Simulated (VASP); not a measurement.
# BN in VASP: settings compared, part 2 of 3

VASP 6.6.1.

## (3) Single point, PBE (strained)

Input file INCAR:

```
ALGO     = Normal         # electronic algorithm
EDIFF    = 1E-6           # SCF threshold, eV
ENCUT    = 520            # plane-wave cutoff, eV
GGA      = PE             # functional
ISIF     = 2              # what is computed and relaxed
ISMEAR   = 0              # smearing method
LASPH    = True           # aspherical terms in the spheres
LCHARG   = False          # write CHGCAR
LREAL    = False          # projectors in reciprocal space
LWAVE    = False          # write WAVECAR
NBANDS   = 11             # bands
NELM     = 80             # most SCF steps
PREC     = Accurate       # precision mode
SIGMA    = 0.02           # smearing width, eV
```

Input file KPOINTS:

```
k-points
0
Gamma
  12 12 12
```

Input file POSCAR:

```
BN
1.0
    1.2742049801      0.7356625882      3.7387291393
   -1.2742049801      0.7356625882      3.7387291393
    0.0000000000     -1.4713251766      3.7387291393
B N
1 1
Direct
    0.9897886084      0.9897886084      0.9897886084
    0.3426443916      0.3426443916      0.3426443916
```

Potentials or basis: VASP PAW PBE potentials, release 64 (B, N).

Launch:

```console
cat potpaw_PBE.64/B/POTCAR potpaw_PBE.64/N/POTCAR > POTCAR
mpirun -np 1 vasp_std > vasp.out
```

OUTCAR:

```text
EDIFF = 1E-6
   ENCUT = 520
   GGA = PE
   ISIF = 2
   ISMEAR = 0
   LASPH = True
   LREAL = False
   NELM = 80
   PREC = Accurate

 ion  position               nearest neighbor table
   1  0.990  0.990  0.990-   2 1.49   2 1.49   2 1.49
   2  0.343  0.343  0.343-   1 1.49   1 1.49   1 1.49

  LATTYP: Found a trigonal (rhomboedric) cell.
 ALAT       =     4.0178219662
 COS(alpha) =     0.7988466756

  Lattice vectors:

 A1 = (   1.2742049801,   0.7356625882,   3.7387291393)
 A2 = (  -1.2742049801,   0.7356625882,   3.7387291393)
 A3 = (   0.0000000000,  -1.4713251766,   3.7387291393)

Analysis of symmetry for initial positions (statically):
=====================================================================
 Subroutine PRICEL returns:
 Original cell was already a primitive cell.

 Routine SETGRP: Setting up the symmetry group for a
 trigonal (rhombohedral) supercell.

 Subroutine GETGRP returns: Found  6 space group operations
 (whereof  6 operations were pure point group operations)
 out of a pool of 12 trial point group operations.

The static configuration has the point symmetry C_3v.

Analysis of symmetry for dynamics (positions and initial velocities):
=====================================================================
 Subroutine PRICEL returns:
 Original cell was already a primitive cell.

 Routine SETGRP: Setting up the symmetry group for a
 trigonal (rhombohedral) supercell.

 Subroutine GETGRP returns: Found  6 space group operations
 (whereof  6 operations were pure point group operations)
 out of a pool of 12 trial point group operations.

The dynamic configuration has the point symmetry C_3v.

 Subroutine INISYM returns: Found  6 space group operations
 (whereof  6 operations are pure point group operations),
 and found     1 'primitive' translations

----------------------------------------------------------------------------------------
[... 119 lines left out ...]
   LHFCALC =     F    Hartree Fock is set to
   AEXX    =    0.0000 exact exchange contribution
   IVDW    =     0    specifies the selected vdW correction
   LEPSILON=     F    determine dielectric tensor
   LRPA    =     F    only Hartree local field effects (RPA)
 non-spin polarized calculation
 Gauss-broadening in eV      SIGMA  =   0.02
  energy-cutoff  :      520.00
  volume of cell :       21.03
 maximum number of plane-waves:       578
 NGX is ok and might be reduce to    30
   NGX = 15   NGY = 15   NGZ = 15

 number of electron       8.0000000 magnetization

 Free energy of the ion-electron system (eV)
  ---------------------------------------------------
  ext. energy  EPLUGINS =         0.00000000
  ---------------------------------------------------
  free energy    TOTEN  =       -17.25175530 eV

  energy without entropy =      -17.25175530  energy(sigma->0) =      -17.25175530

 E-fermi :   1.2395     XC(G=0):  -9.2607

 val. band max:        1.1268448962   @ k =  -0.3333   0.3333   0.0000
 cond. band min:       5.0287937648   @ k =   0.5000   0.5000   0.0000
 fundamental gap:      3.9019488686
 Fermi energy:         1.2394948281

 k-point     1 :       0.0000    0.0000    0.0000
  band No.  band energies     occupation
      1     -16.1214      2.00000
      2      -3.0706      2.00000
      3       0.1253      2.00000
      4       0.1253      2.00000
      5       5.2434      0.00000
      6      12.3455      0.00000
      7      12.3455      0.00000
      8      13.5822      0.00000
      9      14.5157      0.00000
     10      25.6654      0.00000
     11      26.0896      0.00000
[... 309 lines left out ...]
 k-point    24 :      -0.4167    0.1667   -0.0000
  band No.  band energies     occupation
      1     -12.8659      2.00000
      2      -7.0098      2.00000
      3      -3.9019      2.00000
      4       0.7344      2.00000
      5       5.9155      0.00000
      6      11.7418      0.00000
      7      14.5487      0.00000
      8      14.6916      0.00000
      9      17.3116      0.00000
     10      19.7882      0.00000
     11      23.0351      0.00000

 [... further k-points ...]

------------------------ aborting loop because EDIFF is reached ----------------------------------------

  FORCE on cell =-STRESS in cart. coord.  units (eV):
  Direction    XX          YY          ZZ          XY          YZ          ZX
  --------------------------------------------------------------------------------------
  -------------------------------------------------------------------------------------
  Total       -1.7294885     -1.7294885     -0.6362380      0.0000000      0.0000000      0.0000000
  in kB     -131.7756140   -131.7756140    -48.4771368      0.0000000      0.0000000      0.0000000
  external PRESSURE =    -104.0094549 kB  Pullay stress =       0.0000000 kB

 VOLUME and BASIS-vectors are now :
 -----------------------------------------------------------------------------
  energy-cutoff  :      520.00
  volume of cell :       21.03
      direct lattice vectors                 reciprocal lattice vectors
     1.274204980  0.735662588  3.738729139     0.392401543  0.226553136  0.089156855
    -1.274204980  0.735662588  3.738729139    -0.392401543  0.226553136  0.089156855
     0.000000000 -1.471325177  3.738729139     0.000000000 -0.453106273  0.089156855

 POSITION                                       TOTAL-FORCE (eV/Angst)
 -----------------------------------------------------------------------------------
      0.00000     -0.00000     11.10165         0.000000     -0.000000      2.964752
      0.00000     -0.00000      3.84316         0.000000      0.000000     -2.964752
 -----------------------------------------------------------------------------------
    total drift:                               -0.000000     -0.000000      0.000353

  FREE ENERGIE OF THE ION-ELECTRON SYSTEM (eV)
  ---------------------------------------------------
  free  energy   TOTEN  =       -17.2517553044 eV

  energy  without entropy=      -17.2517553044  energy(sigma->0) =      -17.25175530
```

It took 51 s on 1 thread of Intel Xeon Platinum 8559C (Emerald Rapids), shared host; peak memory 0.18 GiB.

Results:

* Free energy: -17.2518 eV
* Pressure: -10.4 GPa
* Largest force: 2.965 eV/Å
* Band gap on the k mesh: 3.90 eV, indirect (least direct gap 4.36 eV)

Forces on the atoms (eV/Å):
```
B    0.000  0.000  2.965
N    0.000  0.000 -2.965
```

Caveat: the cell differs from its parent crystal (strained); forces of over 1 eV/Å act on the atoms, so gaps and moduli don't describe the material at rest. A k mesh can miss the band edges.

## (4) Single point, PBE (strained and its atoms moved)

Input file INCAR:

```
SYSTEM = BN
ALGO = Normal ; EDIFF = 1E-6
ENCUT = 520 ; GGA = PE
ISIF = 2 ; ISMEAR = 0
LASPH = .True. ; LCHARG = .False.
LREAL = .False. ; LWAVE = .False.
NBANDS = 11 ; NELM = 100
PREC = Accurate ; SIGMA = 0.02
```

Input file KPOINTS:

```
k-points
0
Gamma
  12 12 12
  0 0 0
```

Input file POSCAR:

```
BN
1.0
    1.2790718438      0.7163727308      3.4734763025
   -1.2790718438      0.7163727308      3.4734763025
    0.0000000000     -1.5339334938      3.4951463675
B N
1 1
Direct
    1.0356377229      1.0356377229      1.0002953323
    0.2967952771      0.2967952771      0.3321376677
```

Launch:

```console
cat potpaw_PBE.64/B/POTCAR potpaw_PBE.64/N/POTCAR > POTCAR
mpirun -np 1 vasp_std > vasp.out
```

It took 98 s on 1 thread of Intel Xeon Platinum 8559C (Emerald Rapids), shared host; peak memory 0.22 GiB.

It converged, with:

```
Free energy            : -15.7450 eV
Pressure               : -23.0 GPa
Largest force          : 6.668 eV/Å
Band gap on the k mesh : 1.18 eV, direct
```

Forces on the atoms (eV/Å):
```
B    0.000 -2.098 -6.330
N    0.000  2.098  6.330
```

Stress tensor (GPa, compression positive):
```
-13.71   0.00   0.00
  0.00 -22.87  -7.59
  0.00  -7.59 -32.47
```

Levels at points of the mesh, in eV from the valence-band top:
```tsv
k point	band 1	band 2	band 3	band 4	band 5	band 6	band 7	band 8
(0.00, 0.00, 0.00)	-17.64	-4.31	-1.66	0.00	1.18	8.82	10.25	11.00
(0.50, 0.00, 0.00)	-14.48	-8.58	-3.54	-1.50	2.25	7.39	11.41	13.64
(0.50, 0.50, 0.00)	-14.55	-8.80	-2.88	-2.42	1.88	8.20	11.34	13.81
(0.00, 0.00, 0.50)	-14.63	-8.98	-2.79	-1.44	2.07	8.10	11.35	13.13
(0.50, 0.00, 0.50)	-14.41	-8.43	-3.61	-2.48	2.84	7.18	10.38	14.65
(0.50, 0.50, 0.50)	-17.38	-6.71	-1.68	-0.05	5.70	8.85	10.19	11.12
```

Caveat: the cell differs from its parent crystal (strained and its atoms moved); forces of over 1 eV/Å act on the atoms, so gaps and moduli don't describe the material at rest. A k mesh can miss the band edges.

## (5) Single point, PBEsol+D3(BJ)

This run uses another cell than the first one, of 8.19 Å³/atom, 0.818 times its volume.

Input file INCAR:

```
SYSTEM = BN
PREC     = Accurate       ! precision mode
ENCUT    = 600            ! plane-wave cutoff, eV
EDIFF    = 1E-6           ! SCF threshold, eV
ISMEAR   = 0              ! smearing method
SIGMA    = 0.02           ! smearing width, eV
LREAL    = .False.        ! projectors in reciprocal space
LASPH    = .True.         ! aspherical terms in the spheres
NELM     = 120            ! most SCF steps
ALGO     = Normal         ! electronic algorithm
ISIF     = 2              ! what is computed and relaxed
LWAVE    = .False.        ! write WAVECAR
LCHARG   = .False.        ! write CHGCAR
GGA      = PS             ! functional
IVDW     = 12             ! dispersion correction
NBANDS   = 11             ! bands
GGA_COMPAT= .False.
```

Input file KPOINTS:

```
regular mesh
0
Gamma
  12 12 12
  0 0 0
```

Input file POSCAR:

```
BN
1.0
    1.1697238000      0.6753403508      3.4570553873
   -1.1697238000      0.6753403508      3.4570553873
    0.0000000000     -1.3506807017      3.4570553873
B N
1 1
Direct
    1.0026359775      1.0026359775      1.0026359775
    0.3297970225      0.3297970225      0.3297970225
```

Launch:

```console
cat potpaw_PBE.64/B/POTCAR potpaw_PBE.64/N/POTCAR > POTCAR
mpirun -np 1 vasp_std > vasp.out
```

Run time: 1.7 min. Hardware: 1 thread of Intel Xeon 8259CL, shared host; peak memory 0.2 GiB.

The run converged. Its results:

| Item | Value |
| --- | --- |
| Free energy | -17.8427 eV |
| Pressure | 62.0 GPa |
| Largest force | 0.636 eV/Å |
| Band gap on the k mesh | 4.56 eV, indirect (least direct gap 5.12 eV) |
| Dispersion energy per atom | -0.106 eV |

Forces on the atoms (eV/Å):
```
B    0.000  0.000 -0.636
N    0.000  0.000  0.636
```

Stress tensor (GPa, compression positive):
```
94.47  0.00  0.00
 0.00 94.47  0.00
 0.00  0.00 -2.88
```

Levels at points of the mesh, in eV from the valence-band top:
| k point | band 1 | band 2 | band 3 | band 4 | band 5 | band 6 | band 7 | band 8 | band 9 |
| --- | --- | --- | --- | --- | --- | --- | --- | --- | --- |
| (0.00, 0.00, 0.00) | -18.97 | -5.55 | -0.95 | -0.95 | 4.56 | 13.37 | 13.37 | 15.51 | 18.39 |
| (0.50, 0.00, 0.00) | -15.14 | -9.74 | -4.35 | -0.86 | 5.39 | 11.85 | 13.62 | 15.77 | 20.94 |
| (0.50, 0.50, 0.00) | -15.09 | -9.65 | -4.38 | -1.38 | 4.63 | 12.03 | 14.84 | 17.89 | 21.63 |
| (0.50, 0.50, 0.50) | -18.76 | -7.20 | -0.96 | -0.96 | 9.86 | 13.34 | 13.34 | 14.63 | 17.81 |

Caveat: the PAW data sets were made with another functional, which shifts forces and pressure a little. A k mesh can miss the band edges.

(Part 2 of 3 ends here.)
